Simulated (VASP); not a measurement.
TiC, 2 atoms in the cell. Symmetry: Fm-3m, No. 225, cubic system. Conventional cell: a = 4.251 Å, b = 4.251 Å, c = 4.251 Å, α = 90.00°, β = 90.00°, γ = 90.00°. Ti (site symmetry m-3m) has 6 C at 2.13 Å within 2.8 Å. C (site symmetry m-3m) has 6 Ti at 2.13 Å within 2.8 Å. 

```yaml
Program: VASP 6.6.1
Task: single point
Functional: PBE
Potentials_or_basis: VASP PAW PBE potentials, release 64 (Ti_sv, C)
Cutoff: 600 eV
k_mesh: 8 × 8 × 8
Occupations: gaussian, width 0.05 eV
Spin: no spin polarisation
Dipole_correction: no
Further_INCAR_settings: ALGO = Normal; EDIFF = 1e-06; NBANDS = 15
```

Potentials or basis: VASP PAW PBE potentials, release 64 (Ti_sv, C).

The run is started by

```sh
$ cat potpaw_PBE.64/Ti_sv/POTCAR potpaw_PBE.64/C/POTCAR > POTCAR
$ mpirun -np 1 vasp_std > vasp.out
```

Hardware: 1 thread of AMD EPYC 7R43 64-Core Processor (Zen 3), with other jobs on the host.

Problem. How long does it take, and how much memory?

Solution. Wall time 19 s on 1 thread of AMD EPYC 7R43 64-Core Processor (Zen 3), on a shared host, peak memory 0.1 GiB. Counts: scf iterations 14, k points 29.
